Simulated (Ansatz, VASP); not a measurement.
GaP: VASP beside Ansatz

```
CELL_PARAMETERS angstrom
0.00000 2.64364 2.79436
2.64364 0.00000 2.79436
2.64364 2.64364 0.00000
ATOMIC_POSITIONS crystal
Ga 0.00000 0.00000 0.00000
P 0.25000 0.25000 0.25000
```

Change from the starting cell: epitaxial_xy strain -3.0%.

Alike in both runs: task single point; functional r2SCAN; k mesh 8 × 8 × 8; occupations fermi-dirac, width 0.02 eV; non-collinear spin, spin-orbit coupling.

|  | VASP | Ansatz |
| --- | --- | --- |
| version | VASP 6.6.1 | Ansatz 0.2.0 |
| potentials or method | VASP PAW PBE potentials, release 64 (Ga_d, P) | plane waves, PAW |
| plane-wave cutoff (eV) | 520 | 500 |
| valence electrons in the cell | 18 | 18 |

Ansatz gave:

* pressure (GPa): 3.4
* traceless stress, the component that is largest in VASP (GPa): -3.37
* net moment per atom (μB): 0.00

Task: Which values does VASP return?

Result: Pressure (GPa): 3.3; traceless stress, the component that is largest in VASP (GPa): -3.39; net moment per atom (μB): 0.00.

VASP's potentials were made for PBE, not for r2SCAN.
